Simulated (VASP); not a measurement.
# Nb2B3C (P4/mmm) in VASP: relaxation of cell and atoms with PBE

Aim: the relaxation of cell and atoms of Nb2B3C with PBE.

Everything below comes from runs of VASP 6.6.1. Logs are shortened: lines on timing, memory, paths and dates and some standing lists are left out, and cuts for length are marked.

### 1 The cell of the first run

It takes space group P4/mmm (No. 123, tetragonal). The conventional cell has a = 3.096 Å, b = 3.096 Å, c = 8.031 Å, α = 90.00°, β = 90.00°, γ = 90.00°. Within 2.9 Å of Nb (site symmetry 4/mmm) lie 12 B at 2.19 to 2.71 Å. Nb (site symmetry 4/mmm) has 4 C at 2.19 Å and 2 B at 2.41 Å within 2.9 Å. Within 2.1 Å of B (site symmetry 4/mmm) lie 2 B at 1.61 Å. Within 2.1 Å of B (site symmetry 4mm) lie 1 B at 1.61 Å. Within 2.9 Å of C (site symmetry 4/mmm) lie 4 Nb at 2.19 Å.

The cell was generated, and may not be a known phase.

### 2 Relaxation of cell and atoms, PBE

Input file INCAR:

```
PREC = Accurate
ENCUT = 600
EDIFF = 1E-6
ISMEAR = 0
SIGMA = 0.1
LREAL = False
LASPH = True
NELM = 60
ALGO = Normal
ISIF = 3
LWAVE = False
LCHARG = False
GGA = PE
IBRION = 2
NSW = 100
EDIFFG = -0.01
```

Input file KPOINTS:

```
regular mesh
0
Gamma
  12 12 6
```

Input file POSCAR:

```
Nb2B3C
1.0
    3.0959231108      0.0000000000      0.0000000000
    0.0000000000      3.0959231108      0.0000000000
    0.0000000000      0.0000000000      8.0312913927
Nb B C
2 3 1
Direct
    0.0000000000      0.0000000000      0.5000000000
    0.5000000000      0.5000000000      0.0000000000
    0.5000000000      0.5000000000      0.5000000000
    0.5000000000      0.5000000000      0.6999464406
    0.5000000000      0.5000000000      0.3000535594
    0.0000000000      0.0000000000      0.0000000000
```

Potentials or basis: VASP PAW PBE potentials, release 64 (Nb_sv, B, C).

The run is started by

```sh
$ cat potpaw_PBE.64/Nb_sv/POTCAR potpaw_PBE.64/B/POTCAR potpaw_PBE.64/C/POTCAR > POTCAR
$ mpirun -np 1 vasp_std > vasp.out
```

OUTCAR:

```text
PREC = Accurate
   ENCUT = 600
   EDIFF = 1E-6
   ISMEAR = 0
   LREAL = False
   LASPH = True
   NELM = 60
   ISIF = 3
   GGA = PE
   IBRION = 2
   NSW = 100
   EDIFFG = -0.01

 ion  position               nearest neighbor table
   1  0.000  0.000  0.500-   3 2.19   3 2.19   3 2.19   3 2.19
   2  0.500  0.500  0.000-   6 2.19   6 2.19   6 2.19   6 2.19   4 2.41   5 2.41
   3  0.500  0.500  0.500-   4 1.61   5 1.61   1 2.19   1 2.19   1 2.19   1 2.19
   4  0.500  0.500  0.700-   3 1.61   2 2.41
   5  0.500  0.500  0.300-   3 1.61   2 2.41
   6  0.000  0.000  0.000-   2 2.19   2 2.19   2 2.19   2 2.19

  LATTYP: Found a simple tetragonal cell.
 ALAT       =     3.0959231108
 C/A-ratio  =     2.5941507929

  Lattice vectors:

 A1 = (   3.0959231108,   0.0000000000,   0.0000000000)
 A2 = (   0.0000000000,   3.0959231108,   0.0000000000)
 A3 = (   0.0000000000,   0.0000000000,   8.0312913927)

Analysis of symmetry for initial positions (statically):
=====================================================================
 Subroutine PRICEL returns:
 Original cell was already a primitive cell.

 Routine SETGRP: Setting up the symmetry group for a
 simple tetragonal supercell.

 Subroutine GETGRP returns: Found 16 space group operations
 (whereof 16 operations were pure point group operations)
 out of a pool of 16 trial point group operations.

The static configuration has the point symmetry D_4h.

Analysis of symmetry for dynamics (positions and initial velocities):
=====================================================================
 Subroutine PRICEL returns:
 Original cell was already a primitive cell.

 Routine SETGRP: Setting up the symmetry group for a
 simple tetragonal supercell.

 Subroutine GETGRP returns: Found 16 space group operations
 (whereof 16 operations were pure point group operations)
 out of a pool of 16 trial point group operations.

The dynamic configuration has the point symmetry D_4h.

 Subroutine INISYM returns: Found 16 space group operations
 (whereof 16 operations are pure point group operations),
 and found     1 'primitive' translations

----------------------------------------------------------------------------------------

                                     Primitive cell

  volume of cell :      76.9778

  direct lattice vectors                    reciprocal lattice vectors
     3.095923111  0.000000000  0.000000000     0.323005438  0.000000000  0.000000000
     0.000000000  3.095923111  0.000000000     0.000000000  0.323005438  0.000000000
     0.000000000  0.000000000  8.031291393     0.000000000  0.000000000  0.124512977

  length of vectors
     3.095923111  3.095923111  8.031291393     0.323005438  0.323005438  0.124512977

  position of ions in fractional coordinates (direct lattice)
     0.000000000  0.000000000  0.500000000
     0.500000000  0.500000000  0.000000000
     0.500000000  0.500000000  0.500000000
     0.500000000  0.500000000  0.699946441
     0.500000000  0.500000000  0.300053559
     0.000000000  0.000000000  0.000000000

  ion indices of the primitive-cell ions
   primitive index   ion index
                 1           1
                 2           2
                 3           3
                 4           4
                 5           5
                 6           6

----------------------------------------------------------------------------------------

 KPOINTS: regular mesh

Automatic generation of k-mesh.
 Grid dimensions read from file:
 generate k-points for:   12   12    6

 Generating k-lattice:

  Cartesian coordinates                     Fractional coordinates (reciprocal lattice)
     0.026917120  0.000000000  0.000000000     0.083333333  0.000000000  0.000000000
     0.000000000  0.026917120  0.000000000     0.000000000  0.083333333  0.000000000
     0.000000000  0.000000000  0.020752163     0.000000000  0.000000000  0.166666667

  Length of vectors
     0.026917120  0.026917120  0.020752163

  Shift w.r.t. Gamma in fractional coordinates (k-lattice)
     0.000000000  0.000000000  0.000000000

 Subroutine IBZKPT returns following result:
 ===========================================

 Found    112 irreducible k-points:

 Following reciprocal coordinates:
            Coordinates               Weight
  0.000000  0.000000  0.000000      1.000000
  0.083333  0.000000  0.000000      4.000000
  0.166667  0.000000  0.000000      4.000000
  0.250000  0.000000  0.000000      4.000000
  0.333333  0.000000  0.000000      4.000000
  0.416667  0.000000  0.000000      4.000000
[... 16 lines left out ...]
  0.333333  0.333333  0.000000      4.000000
  0.416667  0.333333  0.000000      8.000000
 [... further k-points ...]
   k-points           NKPTS =    112   k-points in BZ     NKDIM =    112   number of bands    NBANDS=     23
   number of dos      NEDOS =    301   number of ions     NIONS =      6
   total plane-waves  NPLWV =  50176
   dimension x,y,z NGX =    28 NGY =   28 NGZ =   64
   dimension x,y,z NGXF=    56 NGYF=   56 NGZF=  128
   ions per type =               2   3   1
   NGX,Y,Z   is equivalent  to a cutoff of  15.04, 15.04, 13.25 a.u.
   NGXF,Y,Z  is equivalent  to a cutoff of  30.07, 30.07, 26.50 a.u.
 SYSTEM =  unknown system
   PREC   = accura    normal or accurate (medium, high low for compatibility)
   ISTART =      0    job   : 0-new  1-cont  2-samecut
   ICHARG =      2    charge: 1-file 2-atom 10-const
   ISPIN  =      1    spin polarized calculation?
   LNONCOLLINEAR =      F non collinear calculations
   LSORBIT =      F    spin-orbit coupling
   LASPH  =      T    aspherical Exc in radial PAW
   ENCUT  =  600.0 eV  44.10 Ry    6.64 a.u.   6.18  6.18 16.04*2*pi/ulx,y,z
   NELM   =     60;   NELMIN=  2; NELMDL= -5     # of ELM steps
   EDIFF  = 0.1E-05   stopping-criterion for ELM
   LREAL  =      F    real-space projection
   EDIFFG = -.1E-01   stopping-criterion for IOM
   NSW    =    100    number of steps for IOM
   IBRION =      2    ionic relax: 0-MD 1-quasi-New 2-CG
   NFREE  =      1    steps in history (QN), initial steepest desc. (CG)
   ISIF   =      3    stress and relaxation
   ISYM   =      2    0-nonsym 1-usesym 2-fastsym
   POTIM  = 0.5000    time-step for ionic-motion
   TEBEG  =    0.0;   TEEND  =   0.0 temperature during run
   PSTRESS=    0.0 pullay stress
   NELECT =      39.0000    total number of electrons
   NUPDOWN=      -1.0000    fix difference up-down
   EMIN   =  10.00;   EMAX   =-10.00  energy-range for DOS
   EFERMI =   0.00;   METHOD = LEGACY
   ISMEAR =     0;   SIGMA  =   0.10  broadening in eV -4-tet -1-fermi 0-gaus
   EFERMI_NEDOS =   21; number of points for ismear=-14 and -15
   IALGO  =     38    algorithm
   IMIX   =      4    mixing-type and parameters
     AMIX     =   0.40;   BMIX     =  1.00
     AMIX_MAG =   1.60;   BMIX_MAG =  1.00
  volume/ion in A,a.u.               =      12.83        86.58
  Fermi-wavevector in a.u.,A,eV,Ry     =   1.305092  2.466266 23.174329  1.703265
  Thomas-Fermi vector in A             =   2.435984
   LORBIT       =      0    0 simple, 1 ext, 2 COOP (PROOUT), +10 PAW based schemes
   GGA     = PE    functional components
   LHFCALC =     F    Hartree Fock is set to
   AEXX    =    0.0000 exact exchange contribution
   IVDW    =     0    specifies the selected vdW correction
   LEPSILON=     F    determine dielectric tensor
   LRPA    =     F    only Hartree local field effects (RPA)
 conjugate gradient relaxation of ions
 non-spin polarized calculation
 Gauss-broadening in eV      SIGMA  =   0.10
  energy-cutoff  :      600.00
  volume of cell :       76.98
 maximum number of plane-waves:      2600
 NGX is ok and might be reduce to    28
   NGX = 13   NGY = 13   NGZ = 33

--------------------------------------- Ionic step        1  -------------------------------------------

 number of electron      39.0000002 magnetization

 Free energy of the ion-electron system (eV)
  ---------------------------------------------------
  ext. energy  EPLUGINS =         0.00000000
  ---------------------------------------------------
  free energy    TOTEN  =       -45.81742489 eV

  energy without entropy =      -45.79979419  energy(sigma->0) =      -45.80860954

------------------------ aborting loop because EDIFF is reached ----------------------------------------

  FORCE on cell =-STRESS in cart. coord.  units (eV):
  Direction    XX          YY          ZZ          XY          YZ          ZX
  --------------------------------------------------------------------------------------
  -------------------------------------------------------------------------------------
  Total        0.0735098      0.0735098     -0.5412005      0.0000000      0.0000000      0.0000000
  in kB        1.5299949      1.5299949    -11.2642703      0.0000000      0.0000000      0.0000000
  external PRESSURE =      -2.7347602 kB  Pullay stress =       0.0000000 kB
[... 145 lines left out ...]
  energy  without entropy=      -45.8005915345  energy(sigma->0) =      -45.80972364

--------------------------------------- Ionic step        5  -------------------------------------------

 number of electron      39.0000002 magnetization

 Free energy of the ion-electron system (eV)
  ---------------------------------------------------
  ext. energy  EPLUGINS =         0.00000000
  ---------------------------------------------------
  free energy    TOTEN  =       -45.81885865 eV

  energy without entropy =      -45.80049953  energy(sigma->0) =      -45.80967909

 E-fermi :   6.8617     XC(G=0): -11.2538

 val. band max:        6.8608209584   @ k =   0.3333   0.3333   0.1667
 cond. band min:       6.8624950380   @ k =   0.0833   0.0000   0.1667
 fundamental gap:      0.0016740796
 Fermi energy:         6.8616665127

 k-point     1 :       0.0000    0.0000    0.0000
  band No.  band energies     occupation
      1     -48.2810      2.00000
      2     -47.8887      2.00000
      3     -24.3173      2.00000
      4     -24.2205      2.00000
      5     -24.2205      2.00000
      6     -23.9778      2.00000
[... 613 lines left out ...]
     22       7.5507      0.00000
     23       9.3043      0.00000

 [... further k-points ...]

------------------------ aborting loop because EDIFF is reached ----------------------------------------

  FORCE on cell =-STRESS in cart. coord.  units (eV):
  Direction    XX          YY          ZZ          XY          YZ          ZX
  --------------------------------------------------------------------------------------
  -------------------------------------------------------------------------------------
  Total       -0.0307080     -0.0307080     -0.0258937      0.0000000      0.0000000      0.0000000
  in kB       -0.6398045     -0.6398045     -0.5394970      0.0000000      0.0000000      0.0000000
  external PRESSURE =      -0.6063687 kB  Pullay stress =       0.0000000 kB
[... 21 lines left out ...]
  FREE ENERGIE OF THE ION-ELECTRON SYSTEM (eV)
  ---------------------------------------------------
  free  energy   TOTEN  =       -45.8188586458 eV

  energy  without entropy=      -45.8004995279  energy(sigma->0) =      -45.80967909

 reached required accuracy - stopping structural energy minimisation
```

It took 11 min on 1 thread of Intel Xeon Platinum 8375C at 2.90GHz (Ice Lake), shared host; peak memory 0.39 GiB.

Results:

```
Free energy                           : -45.8189 eV
Relaxed volume                        : 12.82 Å³/atom
Relaxed cell                          : a = 3.099 Å, b = 3.099 Å, c = 8.009 Å, α = 90.00°, β = 90.00°, γ = 90.00°
Space group after relaxing (to 0.1 Å) : P4/mmm (No. 123)
Energy gained by relaxing             : 0.2 meV/atom
Ionic steps                           : 5
Pressure after relaxing               : -0.1 GPa
Band gap on the k mesh                : zero (an odd number of electrons rules out a gap without spin polarisation)
```

The path:
```csv
step,energy change (eV),largest force (eV/Å),pressure (GPa),volume (Å³)
1,0.0000,0.1360,-0.27,76.98
2,-0.0011,0.0698,0.28,76.73
3,-0.0014,0.0028,0.12,76.81
4,-0.0014,0.0002,0.10,76.82
5,-0.0014,0.0000,-0.06,76.90
```

Final structure:
```
Nb B C
1.0
     3.09871    0.00000    0.00000
     0.00000    3.09871    0.00000
     0.00000    0.00000    8.00852
Nb B C
2 3 1
Direct
  0.00000 0.00000 0.50000
  0.50000 0.50000 0.00000
  0.50000 0.50000 0.50000
  0.50000 0.50000 0.69940
  0.50000 0.50000 0.30060
  0.00000 0.00000 0.00000
```

Caveat: an odd number of electrons without spin polarisation forces a metal; a magnetic or distorted state may lie lower.
